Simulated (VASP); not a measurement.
A run of VASP 6.6.1 is set up as follows.

Contents of INCAR:

```
SYSTEM = Pd
  PREC = Accurate
  ENCUT = 520
  EDIFF = 1E-6
  ISMEAR = -1
  SIGMA = 0.05
  LREAL = .FALSE.
  LASPH = .TRUE.
  NELM = 150
  ALGO = Normal
  ISIF = 2
  LWAVE = .FALSE.
  LCHARG = .FALSE.
  LMAXMIX = 4
  LDAU = .TRUE.
  LDAUTYPE = 2
  LDAUL = 2
  LDAUU = 6
  LDAUJ = 0
  LDAUPRINT = 1
  GGA = PS
  NBANDS = 11
```

KPOINTS

```
regular mesh
0
G
  19 19 19
  0 0 0
```

File POSCAR:

```
Pd
1.0
    0.0000000000      1.9053467386      1.9053467386
    1.9053467386      0.0000000000      1.9053467386
    1.9053467386      1.9053467386      0.0000000000
Pd
1
Direct
    0.0000000000      0.0000000000      0.0000000000
```

Potentials or basis: VASP PAW PBE potentials, release 64 (Pd).

The run is started by

```bash
$ cat potpaw_PBE.64/Pd/POTCAR > POTCAR
$ mpirun -np 1 vasp_std > vasp.out
```

Question: What does it give for the band gap on the k mesh?

Answer: Zero (band 5 reaches 8.93 eV, above the bottom of band 6 at 6.78 eV).

Question: What does it give for the pressure?

Answer: -12.4 GPa.

Eigenvalues of the final occupation matrices:
```tsv
site	spin	trace	eigenvalues
site 1 d	1	4.64	0.90 0.90 0.90 0.97 0.97
site 1 d	2	4.64	0.90 0.90 0.90 0.97 0.97
```

Caveat: the PAW data sets were made with another functional, which shifts forces and pressure a little; U without spin polarisation on a metal has little footing; the U is typed as a test and isn't derived for this compound.
